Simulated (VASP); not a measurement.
# Ir2O3 (Pn-3m) in VASP: single point with r2SCAN

Aim: the single point of Ir2O3 with r2SCAN.

Program: VASP 6.6.1. These are calculated values, not measurements. Logs are shortened: lines on timing, memory, paths and dates and some standing lists are left out, and cuts for length are marked.

## 1. The cell of the first run

It takes space group Pn-3m (No. 224, cubic). Conventional cell: a = 4.805 Å, b = 4.805 Å, c = 4.805 Å, α = 90.00°, β = 90.00°, γ = 90.00°. Within 2.8 Å of Ir (site symmetry -3m) lie 6 O at 2.08 Å. O (site symmetry -42m) has 4 Ir at 2.08 Å and 4 O at 2.40 Å within 2.8 Å.

## 2. Single point, r2SCAN

Contents of POSCAR:

```
Ir2O3
1.0
    4.8048599922      0.0000000000      0.0000000000
    0.0000000000      4.8048599922      0.0000000000
    0.0000000000      0.0000000000      4.8048599922
Ir O
4 6
Direct
    0.2500000000      0.2500000000      0.2500000000
    0.2500000000      0.7500000000      0.7500000000
    0.7500000000      0.7500000000      0.2500000000
    0.7500000000      0.2500000000      0.7500000000
    0.5000000000      0.0000000000      0.0000000000
    0.5000000000      0.0000000000      0.5000000000
    0.0000000000      0.5000000000      0.0000000000
    0.5000000000      0.5000000000      0.0000000000
    0.0000000000      0.5000000000      0.5000000000
    0.0000000000      0.0000000000      0.5000000000
```

Contents of INCAR.step1:

```
ALGO     = Normal         # electronic algorithm
EDIFF    = 1E-4           # SCF threshold, eV
ENCUT    = 520            # plane-wave cutoff, eV
GGA      = PE             # functional
ISMEAR   = 0              # smearing method
LASPH    = True           # aspherical terms in the spheres
LCHARG   = False          # write CHGCAR
LREAL    = False          # projectors in reciprocal space
LWAVE    = True           # write WAVECAR
NBANDS   = 47             # bands
NELM     = 80             # most SCF steps
PREC     = Accurate       # precision mode
SIGMA    = 0.01           # smearing width, eV
```

Contents of INCAR.step2:

```
ALGO     = Normal         # electronic algorithm
EDIFF    = 1E-7           # SCF threshold, eV
ENCUT    = 520            # plane-wave cutoff, eV
ISIF     = 2              # what is computed and relaxed
ISMEAR   = 0              # smearing method
ISTART   = 1            
LASPH    = True           # aspherical terms in the spheres
LCHARG   = True           # write CHGCAR
LELF     = True           # ELF
LMIXTAU  = True         
LREAL    = False          # projectors in reciprocal space
LVHAR    = True         
LWAVE    = False          # write WAVECAR
METAGGA  = R2SCAN         # meta-GGA
NBANDS   = 47             # bands
NELM     = 80             # most SCF steps
PREC     = Accurate       # precision mode
SIGMA    = 0.01           # smearing width, eV
```

Contents of KPOINTS:

```
k-points
0
Gamma
  8 8 8
```

Potentials or basis: VASP PAW PBE potentials, release 64 (Ir, O).

On the command line:

```console
> cat potpaw_PBE.64/Ir/POTCAR potpaw_PBE.64/O/POTCAR > POTCAR
> cp INCAR.step1 INCAR
> mpirun -np 1 vasp_std > vasp.out
> cp INCAR.step2 INCAR
> mpirun -np 1 vasp_std > vasp.out
```

OUTCAR:

```text
EDIFF = 1E-7
   ENCUT = 520
   ISIF = 2
   ISMEAR = 0
   ISTART = 1
   LASPH = True
   LREAL = False
   METAGGA = R2SCAN
   NELM = 80
   PREC = Accurate

 ion  position               nearest neighbor table
   1  0.250  0.250  0.250-   5 2.08   6 2.08   7 2.08   8 2.08   9 2.08  10 2.08   2 3.40   3 3.40
                             4 3.40   2 3.40   4 3.40   2 3.40   3 3.40   2 3.40   3 3.40   4 3.40
   2  0.250  0.750  0.750-   5 2.08   6 2.08   7 2.08   8 2.08   9 2.08  10 2.08   1 3.40   3 3.40
                             4 3.40   1 3.40   3 3.40   1 3.40   4 3.40   1 3.40   3 3.40   4 3.40
   3  0.750  0.750  0.250-   5 2.08   6 2.08   7 2.08   8 2.08   9 2.08  10 2.08   1 3.40   2 3.40
                             4 3.40   2 3.40   4 3.40   1 3.40   4 3.40   4 3.40   1 3.40   2 3.40
   4  0.750  0.250  0.750-   5 2.08   6 2.08   7 2.08   8 2.08   9 2.08  10 2.08   1 3.40   2 3.40
                             3 3.40   1 3.40   3 3.40   2 3.40   3 3.40   3 3.40   1 3.40   2 3.40
   5  0.500  0.000  0.000-   1 2.08   2 2.08   3 2.08   4 2.08
   6  0.500  0.000  0.500-   1 2.08   2 2.08   3 2.08   4 2.08
   7  0.000  0.500  0.000-   1 2.08   2 2.08   3 2.08   4 2.08
   8  0.500  0.500  0.000-   1 2.08   2 2.08   3 2.08   4 2.08
   9  0.000  0.500  0.500-   1 2.08   2 2.08   3 2.08   4 2.08
  10  0.000  0.000  0.500-   1 2.08   2 2.08   3 2.08   4 2.08

  LATTYP: Found a simple cubic cell.
 ALAT       =     4.8048599922

  Lattice vectors:

 A1 = (   4.8048599922,   0.0000000000,   0.0000000000)
 A2 = (   0.0000000000,   4.8048599922,   0.0000000000)
 A3 = (   0.0000000000,   0.0000000000,   4.8048599922)

Analysis of symmetry for initial positions (statically):
=====================================================================
 Subroutine PRICEL returns:
 Original cell was already a primitive cell.

 Routine SETGRP: Setting up the symmetry group for a
 simple cubic supercell.

 Subroutine GETGRP returns: Found 48 space group operations
 (whereof 24 operations were pure point group operations)
 out of a pool of 48 trial point group operations.

The static configuration has the point symmetry T_d .
 The point group associated with its full space group is O_h .

Analysis of symmetry for dynamics (positions and initial velocities):
=====================================================================
 Subroutine PRICEL returns:
 Original cell was already a primitive cell.

 Routine SETGRP: Setting up the symmetry group for a
 simple cubic supercell.

 Subroutine GETGRP returns: Found 48 space group operations
 (whereof 24 operations were pure point group operations)
 out of a pool of 48 trial point group operations.

[... 123 lines left out ...]
   ISIF   =      2    stress and relaxation
   ISYM   =      2    0-nonsym 1-usesym 2-fastsym
   POTIM  = 0.5000    time-step for ionic-motion
   TEBEG  =    0.0;   TEEND  =   0.0 temperature during run
   PSTRESS=    0.0 pullay stress
   NELECT =      72.0000    total number of electrons
   NUPDOWN=      -1.0000    fix difference up-down
   EMIN   =  10.00;   EMAX   =-10.00  energy-range for DOS
   EFERMI =   0.00;   METHOD = LEGACY
   ISMEAR =     0;   SIGMA  =   0.01  broadening in eV -4-tet -1-fermi 0-gaus
   EFERMI_NEDOS =   21; number of points for ismear=-14 and -15
   IALGO  =     38    algorithm
   IMIX   =      4    mixing-type and parameters
     AMIX     =   0.40;   BMIX     =  1.00
     AMIX_MAG =   1.60;   BMIX_MAG =  1.00
  volume/ion in A,a.u.               =      11.09        74.86
  Fermi-wavevector in a.u.,A,eV,Ry     =   1.417441  2.678575 27.335987  2.009138
  Thomas-Fermi vector in A             =   2.538671
   LORBIT       =      0    0 simple, 1 ext, 2 COOP (PROOUT), +10 PAW based schemes
   METAGGA = R2SCAN    functional components
   LHFCALC =     F    Hartree Fock is set to
   AEXX    =    0.0000 exact exchange contribution
   IVDW    =     0    specifies the selected vdW correction
   LEPSILON=     F    determine dielectric tensor
   LRPA    =     F    only Hartree local field effects (RPA)
 non-spin polarized calculation
 Gauss-broadening in eV      SIGMA  =   0.01
  energy-cutoff  :      520.00
  volume of cell :      110.93
 maximum number of plane-waves:      3016
 NGX is ok and might be reduce to    36
   NGX = 17   NGY = 17   NGZ = 17

 number of electron      71.9999982 magnetization

 Free energy of the ion-electron system (eV)
  ---------------------------------------------------
  ext. energy  EPLUGINS =         0.00000000
  ---------------------------------------------------
  free energy    TOTEN  =      -250.38922709 eV

  energy without entropy =     -250.38922709  energy(sigma->0) =     -250.38922709

 E-fermi :   6.4957     XC(G=0): -13.1244

 val. band max:        6.4355545450   @ k =   0.0000   0.0000   0.0000
 cond. band min:       7.0608617932   @ k =   0.0000   0.0000   0.0000
 fundamental gap:      0.6253072482
 Fermi energy:         6.4957423721

 k-point     1 :       0.0000    0.0000    0.0000
  band No.  band energies     occupation
      1     -16.3762      2.00000
      2     -14.7649      2.00000
      3     -14.7649      2.00000
      4     -14.5026      2.00000
      5     -14.5025      2.00000
      6     -13.3173      2.00000
[... 1189 lines left out ...]
     46      12.9368      0.00000
     47      14.0528      0.00000

 [... further k-points ...]
[... 5 lines left out ...]
  --------------------------------------------------------------------------------------
  -------------------------------------------------------------------------------------
  Total       -1.9305670     -1.9305670     -1.9305670      0.0000000      0.0000000      0.0000000
  in kB      -27.8838821    -27.8838821    -27.8838821      0.0000000      0.0000000      0.0000000
  external PRESSURE =     -27.8838821 kB  Pullay stress =       0.0000000 kB

 VOLUME and BASIS-vectors are now :
 -----------------------------------------------------------------------------
  energy-cutoff  :      520.00
  volume of cell :      110.93
      direct lattice vectors                 reciprocal lattice vectors
     4.804859992  0.000000000  0.000000000     0.208122610  0.000000000  0.000000000
     0.000000000  4.804859992  0.000000000     0.000000000  0.208122610  0.000000000
     0.000000000  0.000000000  4.804859992     0.000000000  0.000000000  0.208122610

 POSITION                                       TOTAL-FORCE (eV/Angst)
 -----------------------------------------------------------------------------------
      1.20121      1.20121      1.20121        -0.000000      0.000000      0.000000
      1.20121      3.60364      3.60364         0.000000     -0.000000      0.000000
      3.60364      3.60364      1.20121        -0.000000      0.000000     -0.000000
      3.60364      1.20121      3.60364         0.000000     -0.000000     -0.000000
      2.40243      0.00000      0.00000        -0.000000      0.000000     -0.000000
      2.40243      0.00000      2.40243        -0.000000     -0.000000     -0.000000
      0.00000      2.40243      0.00000         0.000000     -0.000000     -0.000000
      2.40243      2.40243      0.00000        -0.000000     -0.000000      0.000000
      0.00000      2.40243      2.40243        -0.000000     -0.000000      0.000000
      0.00000      0.00000      2.40243        -0.000000     -0.000000      0.000000
 -----------------------------------------------------------------------------------
    total drift:                               -0.000000      0.000000     -0.000000

  FREE ENERGIE OF THE ION-ELECTRON SYSTEM (eV)
  ---------------------------------------------------
  free  energy   TOTEN  =      -250.3892270930 eV

  energy  without entropy=     -250.3892270930  energy(sigma->0) =     -250.38922709
```

Run time: 4 min. Hardware: 1 thread of Intel Xeon 6975P-C (Granite Rapids), shared host; peak memory 0.3 GiB.

Results:

```yaml
Free_energy: -250.3892 eV
Pressure: -2.8 GPa
Band_gap_on_the_k_mesh: 0.63 eV, direct
```

Caveat: the PAW data sets were made with another functional, which shifts forces and pressure a little; spin-orbit coupling is left out, which moves the levels of the heavy elements.
